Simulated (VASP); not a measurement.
# P2Se2O (I4/mmm) in VASP: further runs, part 2 of 2

VASP 6.6.1. The steps go on from the part before.

## (3) Relaxation of cell and atoms, PBE+D3(BJ)

This run uses another cell than the first one, of 16.89 Å³/atom.

INCAR

```
SYSTEM = P2Se2O
PREC = Accurate ; ENCUT = 600
EDIFF = 1E-6 ; ISMEAR = 0
SIGMA = 0.1 ; LREAL = .FALSE.
LASPH = .TRUE. ; NELM = 100
ALGO = Normal ; ISIF = 3
LWAVE = .FALSE. ; LCHARG = .FALSE.
GGA = PE ; IVDW = 12
IBRION = 2 ; NSW = 100
EDIFFG = -0.01
```

KPOINTS

```
regular mesh
0
G
  10 10 10
  0 0 0
```

POSCAR

```
P2Se2O
1.0
   -2.5641581704      2.5641581704      3.2101477882
    2.5641581704     -2.5641581704      3.2101477882
    2.5641581704      2.5641581704     -3.2101477882
P Se O
2 2 1
Direct
    0.7500000000      0.2500000000      0.5000000000
    0.2500000000      0.7500000000      0.5000000000
    0.2972718294      0.2972718294      0.0000000000
    0.7027281706      0.7027281706      0.0000000000
    0.0000000000      0.0000000000      0.0000000000
```

Potentials or basis: VASP PAW PBE potentials, release 64 (P, Se, O).

Run with:

```console
$ cat potpaw_PBE.64/P/POTCAR potpaw_PBE.64/Se/POTCAR potpaw_PBE.64/O/POTCAR > POTCAR
$ mpirun -np 1 vasp_std > vasp.out
```

OUTCAR:

```text
SYSTEM = P2Se2O
   PREC = Accurate
   ENCUT = 600
   EDIFF = 1E-6
   ISMEAR = 0
   LREAL = .FALSE.
   LASPH = .TRUE.
   NELM = 100
   ISIF = 3
   GGA = PE
   IVDW = 12
   IBRION = 2
   NSW = 100
   EDIFFG = -0.01
 IVDW          = 12

 ion  position               nearest neighbor table
   1  0.750  0.250  0.500-   3 2.58   4 2.58   3 2.58   4 2.58
   2  0.250  0.750  0.500-   3 2.58   4 2.58   3 2.58   4 2.58
   3  0.297  0.297  0.000-   5 1.91   2 2.58   1 2.58   2 2.58   1 2.58   4 2.60
   4  0.703  0.703  0.000-   5 1.91   1 2.58   2 2.58   1 2.58   2 2.58   3 2.60
   5  0.000  0.000  0.000-   3 1.91   4 1.91

  LATTYP: Found a body centered tetragonal cell.
 ALAT       =     5.1283163408
 C/A-ratio  =     1.2519304875

  Lattice vectors:

 A1 = (  -2.5641581704,   2.5641581704,   3.2101477882)
 A2 = (   2.5641581704,  -2.5641581704,   3.2101477882)
 A3 = (   2.5641581704,   2.5641581704,  -3.2101477882)

Analysis of symmetry for initial positions (statically):
=====================================================================
 Subroutine PRICEL returns:
 Original cell was already a primitive cell.

 Routine SETGRP: Setting up the symmetry group for a
 body centered tetragonal supercell.

 Subroutine GETGRP returns: Found 16 space group operations
 (whereof 16 operations were pure point group operations)
 out of a pool of 16 trial point group operations.

The static configuration has the point symmetry D_4h.

Analysis of symmetry for dynamics (positions and initial velocities):
=====================================================================
 Subroutine PRICEL returns:
 Original cell was already a primitive cell.

 Routine SETGRP: Setting up the symmetry group for a
 body centered tetragonal supercell.

 Subroutine GETGRP returns: Found 16 space group operations
 (whereof 16 operations were pure point group operations)
 out of a pool of 16 trial point group operations.

The dynamic configuration has the point symmetry D_4h.

 Subroutine INISYM returns: Found 16 space group operations
 (whereof 16 operations are pure point group operations),
 and found     1 'primitive' translations

----------------------------------------------------------------------------------------

                                     Primitive cell

  volume of cell :      84.4257

  direct lattice vectors                    reciprocal lattice vectors
    -2.564158170  2.564158170  3.210147788     0.000000000  0.194995771  0.155756069
     2.564158170 -2.564158170  3.210147788     0.194995771  0.000000000  0.155756069
     2.564158170  2.564158170 -3.210147788     0.194995771  0.194995771  0.000000000

  length of vectors
     4.843022101  4.843022101  4.843022101     0.249566231  0.249566231  0.275765664

  position of ions in fractional coordinates (direct lattice)
     0.750000000  0.250000000  0.500000000
     0.250000000  0.750000000  0.500000000
     0.297271829  0.297271829  0.000000000
     0.702728171  0.702728171  0.000000000
     0.000000000  0.000000000  0.000000000

  ion indices of the primitive-cell ions
   primitive index   ion index
                 1           1
                 2           2
                 3           3
                 4           4
                 5           5

----------------------------------------------------------------------------------------

 KPOINTS: regular mesh

Automatic generation of k-mesh.
 Grid dimensions read from file:
 generate k-points for:   10   10   10

 Generating k-lattice:

  Cartesian coordinates                     Fractional coordinates (reciprocal lattice)
     0.000000000  0.019499577  0.015575607     0.100000000  0.000000000 -0.000000000
     0.019499577  0.000000000  0.015575607     0.000000000  0.100000000 -0.000000000
     0.019499577  0.019499577  0.000000000     0.000000000  0.000000000  0.100000000

  Length of vectors
     0.024956623  0.024956623  0.027576566

  Shift w.r.t. Gamma in fractional coordinates (k-lattice)
     0.000000000  0.000000000  0.000000000

 Subroutine IBZKPT returns following result:
 ===========================================

 Found    102 irreducible k-points:

 Following reciprocal coordinates:
            Coordinates               Weight
  0.000000  0.000000  0.000000      1.000000
  0.100000 -0.000000  0.000000      8.000000
  0.200000 -0.000000  0.000000      8.000000
  0.300000 -0.000000  0.000000      8.000000
  0.400000 -0.000000  0.000000      8.000000
  0.500000 -0.000000  0.000000      4.000000
[... 16 lines left out ...]
  0.300000  0.300000  0.000000      8.000000
  0.400000  0.300000  0.000000     16.000000
 [... further k-points ...]
   k-points           NKPTS =    102   k-points in BZ     NKDIM =    102   number of bands    NBANDS=     18
   number of dos      NEDOS =    301   number of ions     NIONS =      5
   total plane-waves  NPLWV =  64000
   dimension x,y,z NGX =    40 NGY =   40 NGZ =   40
   dimension x,y,z NGXF=    80 NGYF=   80 NGZF=   80
   ions per type =               2   2   1
   NGX,Y,Z   is equivalent  to a cutoff of  13.73, 13.73, 13.73 a.u.
   NGXF,Y,Z  is equivalent  to a cutoff of  27.46, 27.46, 27.46 a.u.
 SYSTEM =  P2Se2O
   PREC   = accura    normal or accurate (medium, high low for compatibility)
   ISTART =      0    job   : 0-new  1-cont  2-samecut
   ICHARG =      2    charge: 1-file 2-atom 10-const
   ISPIN  =      1    spin polarized calculation?
   LNONCOLLINEAR =      F non collinear calculations
   LSORBIT =      F    spin-orbit coupling
   LASPH  =      T    aspherical Exc in radial PAW
   ENCUT  =  600.0 eV  44.10 Ry    6.64 a.u.   9.67  9.67  9.67*2*pi/ulx,y,z
   NELM   =    100;   NELMIN=  2; NELMDL= -5     # of ELM steps
   EDIFF  = 0.1E-05   stopping-criterion for ELM
   LREAL  =      F    real-space projection
   EDIFFG = -.1E-01   stopping-criterion for IOM
   NSW    =    100    number of steps for IOM
   IBRION =      2    ionic relax: 0-MD 1-quasi-New 2-CG
   NFREE  =      1    steps in history (QN), initial steepest desc. (CG)
   ISIF   =      3    stress and relaxation
   ISYM   =      2    0-nonsym 1-usesym 2-fastsym
   POTIM  = 0.5000    time-step for ionic-motion
   TEBEG  =    0.0;   TEEND  =   0.0 temperature during run
   PSTRESS=    0.0 pullay stress
   NELECT =      28.0000    total number of electrons
   NUPDOWN=      -1.0000    fix difference up-down
   EMIN   =  10.00;   EMAX   =-10.00  energy-range for DOS
   EFERMI =   0.00;   METHOD = LEGACY
   ISMEAR =     0;   SIGMA  =   0.10  broadening in eV -4-tet -1-fermi 0-gaus
   EFERMI_NEDOS =   21; number of points for ismear=-14 and -15
   IALGO  =     38    algorithm
   IMIX   =      4    mixing-type and parameters
     AMIX     =   0.40;   BMIX     =  1.00
     AMIX_MAG =   1.60;   BMIX_MAG =  1.00
  volume/ion in A,a.u.               =      16.89       113.95
  Fermi-wavevector in a.u.,A,eV,Ry     =   1.133190  2.141418 17.471499  1.284119
  Thomas-Fermi vector in A             =   2.269892
   LORBIT       =      0    0 simple, 1 ext, 2 COOP (PROOUT), +10 PAW based schemes
   GGA     = PE    functional components
   LHFCALC =     F    Hartree Fock is set to
   AEXX    =    0.0000 exact exchange contribution
   IVDW    =    12    specifies the selected vdW correction
   LEPSILON=     F    determine dielectric tensor
   LRPA    =     F    only Hartree local field effects (RPA)
 conjugate gradient relaxation of ions
 non-spin polarized calculation
 Gauss-broadening in eV      SIGMA  =   0.10
  energy-cutoff  :      600.00
  volume of cell :       84.43
 maximum number of plane-waves:      2845
   NGX = 19   NGY = 19   NGZ = 19

--------------------------------------- Ionic step        1  -------------------------------------------

 number of electron      28.0000000 magnetization

 Free energy of the ion-electron system (eV)
  ---------------------------------------------------
  ext. energy  EPLUGINS =         0.00000000
  ---------------------------------------------------
  free energy    TOTEN  =       -20.20971509 eV

  energy without entropy =      -20.19509395  energy(sigma->0) =      -20.20240452

------------------------ aborting loop because EDIFF is reached ----------------------------------------

 Edisp (eV)   -1.70656

 E8    (eV) :    -0.6577
[... 120 lines left out ...]
--------------------------------------- Ionic step        4  -------------------------------------------

 number of electron      28.0000000 magnetization

 Free energy of the ion-electron system (eV)
  ---------------------------------------------------
  ext. energy  EPLUGINS =         0.00000000
  ---------------------------------------------------
  free energy    TOTEN  =       -20.22234968 eV

  energy without entropy =      -20.20794071  energy(sigma->0) =      -20.21514519

 E-fermi :   5.9423     XC(G=0): -10.4019

 val. band max:        5.9420936198   @ k =  -0.2000   0.2000   0.2000
 cond. band min:       5.9449263189   @ k =   0.2000   0.2000   0.2000
 fundamental gap:      0.0028326991
 Fermi energy:         5.9423309572

 k-point     1 :       0.0000    0.0000    0.0000
  band No.  band energies     occupation
      1     -13.5134      2.00000
      2      -8.8362      2.00000
      3      -7.8599      2.00000
      4      -3.0250      2.00000
      5      -2.4378      2.00000
      6      -0.4715      2.00000
[... 481 lines left out ...]
      5      -4.2399      2.00000
      6      -1.1316      2.00000
[... 10 lines left out ...]
     17       7.7150      0.00000
     18       7.9235      0.00000

 [... further k-points ...]

------------------------ aborting loop because EDIFF is reached ----------------------------------------

 Edisp (eV)   -1.69624

 E8    (eV) :    -0.6535
[... 28 lines left out ...]
  FREE ENERGIE OF THE ION-ELECTRON SYSTEM (eV)
  ---------------------------------------------------
  free  energy   TOTEN  =       -21.9185883133 eV

  energy  without entropy=      -21.9041793452  energy(sigma->0) =      -21.91138383

 reached required accuracy - stopping structural energy minimisation
```

OSZICAR:

```text
N       E                     dE             d eps       ncg     rms          rms(c)
DAV:   1     0.137892778378E+03    0.13789E+03   -0.13595E+04  3672   0.153E+03
[... 31 lines left out ...]
       N       E                     dE             d eps       ncg     rms          rms(c)
DAV:   1    -0.202235324014E+02    0.13161E-02   -0.40723E-02  3722   0.140E+00    0.230E-01
DAV:   2    -0.202227294886E+02    0.80291E-03   -0.10781E-02  4914   0.682E-01    0.122E-01
DAV:   3    -0.202224006917E+02    0.32880E-03   -0.21190E-03  4796   0.310E-01    0.456E-02
DAV:   4    -0.202223501225E+02    0.50569E-04   -0.33554E-04  3932   0.118E-01    0.161E-02
DAV:   5    -0.202223492377E+02    0.88487E-06   -0.21902E-05  4726   0.332E-02    0.730E-03
DAV:   6    -0.202223496771E+02   -0.43946E-06   -0.17562E-06  2292   0.106E-02
   4 F= -.21918588E+02 E0= -.21911384E+02  d E =-.269118E-03
```

Wall time 5.2 min (1 thread of AMD EPYC 9R45 (Zen 5), shared host); peak memory 0.37 GiB.

What came out:

* Free energy: -21.9186 eV
* Relaxed volume: 16.98 Å³/atom
* Relaxed cell: a = 4.856 Å, b = 4.856 Å, c = 4.856 Å, α = 116.30°, β = 116.30°, γ = 96.54°
* Space group after relaxing (to 0.1 Å): I4/mmm (No. 139)
* Energy gained by relaxing: 0.5 meV/atom
* Ionic steps: 4
* Pressure after relaxing: 0.0 GPa
* Largest force after relaxing: 0.007 eV/Å
* Band gap on the k mesh: zero (bands 14 and 15 overlap by 1.34 eV)
* Dispersion energy per atom: -0.339 eV

Forces on the atoms (eV/Å):
```
P    0.000  0.000  0.000
P    0.000  0.000  0.000
Se   0.000  0.000  0.007
Se   0.000  0.000 -0.007
O    0.000  0.000  0.000
```

The path:
```csv
step,energy change (eV),largest force (eV/Å),pressure (GPa),volume (Å³)
1,0.0000,0.0225,0.53,84.43
2,-0.0020,0.0229,-0.25,85.11
3,-0.0020,0.0176,-0.16,85.03
4,-0.0023,0.0070,-0.03,84.89
```

Final structure:
```
P Se O
1.0
    -2.56233    2.56233    3.23224
     2.56233   -2.56233    3.23224
     2.56233    2.56233   -3.23224
P Se O
2 2 1
Direct
  0.75000 0.25000 0.50000
  0.25000 0.75000 0.50000
  0.29731 0.29731 0.00000
  0.70269 0.70269 0.00000
  0.00000 0.00000 0.00000
```

The gap in the log of VASP goes by the Fermi energy; the results here count the filled bands.